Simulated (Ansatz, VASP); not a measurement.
# CsTlAs: VASP beside Ansatz

The input INCAR:

```
PREC = Accurate
ENCUT = 600
EDIFF = 1E-7
ISMEAR = 0
SIGMA = 0.1
LREAL = False
LASPH = True
NELM = 60
ALGO = Normal
ISIF = 3
LWAVE = False
LCHARG = False
GGA = PE
IBRION = 2
NSW = 90
EDIFFG = -0.04
```

Contents of KPOINTS:

```
Automatic mesh
0
Gamma
  4 4 2
```

POSCAR

```
CsTlAs
1.0
    4.6401695247      0.0000000000      0.0000000000
    0.0000000000      4.6401695247      0.0000000000
    0.0000000000      0.0000000000      8.0054927314
Cs Tl As
2 2 2
Direct
    0.5000000000      0.0000000000      0.2305000000
    0.0000000000      0.5000000000      0.7695000000
    0.5000000000      0.0000000000      0.6480000000
    0.0000000000      0.5000000000      0.3520000000
    0.0000000000      0.0000000000      0.0000000000
    0.5000000000      0.5000000000      0.0000000000
```

Input for Ansatz:

```yaml
crystal:
  lattice:
    - [4.6401695247, 0.0, 0.0]
    - [0.0, 4.6401695247, 0.0]
    - [0.0, 0.0, 8.0054927314]
  atoms:
    - { symbol: Cs, position: [0.5, 0.0, 0.2305] }
    - { symbol: Cs, position: [0.0, 0.5, 0.7695] }
    - { symbol: Tl, position: [0.5, 0.0, 0.648] }
    - { symbol: Tl, position: [0.0, 0.5, 0.352] }
    - { symbol: As, position: [0.0, 0.0, 0.0] }
    - { symbol: As, position: [0.5, 0.5, 0.0] }
basis:
  ecutwfc: 420
kpoints:
  mp_grid: { grid: [4, 4, 2] }
hamiltonian:
  xc: pbe
scf:
  occupations: { method: gaussian, width: 0.1 }
  lower_state_search: "off"
output:
  forces: true
  stress: true
  eigenvalues: true
relax:
  adjacent_minimum: "off"
  f_tol: 0.04
  max_steps: 70
  cell: { stress_tol: 0.4 }
```

Alike in both runs: task relaxation of cell and atoms; functional PBE; k mesh 4 × 4 × 2; occupations gaussian, width 0.1 eV; no spin polarisation.

```csv
,VASP,Ansatz
version,VASP 6.6.1,Ansatz 0.2.0
potentials or method,"VASP PAW PBE potentials, release 64 (Cs_sv, Tl_d, As), cutoff 600 eV","scalar-relativistic, plane waves, PAW"
valence electrons in the cell,54,74
```

Ansatz gave:

- gap on the k mesh at the Fermi level, each at its own relaxed structure (eV): none
- relaxed volume (Å³/atom): 38.03
- relaxed length of the cell vector where the two differ most in proportion (Å): 8.855

**Question.** What did VASP give for the same quantities?

**Answer.** gap on the k mesh at the Fermi level, each at its own relaxed structure (eV): none; relaxed volume (Å³/atom): 39.06; relaxed length of the cell vector where the two differ most in proportion (Å): 8.982.

A gap of «none» marks a metal or a gap that the smearing closes. VASP's potentials hold 54 valence electrons a cell and Ansatz's 74, so a difference there can come from the potentials and not from the codes.

The k mesh is coarse, so the values compare programs but aren't converged. Neither program's run includes spin-orbit coupling. Noted on VASP's run: the volume moved by over 15 % at a fixed basis, so the end points are rough.
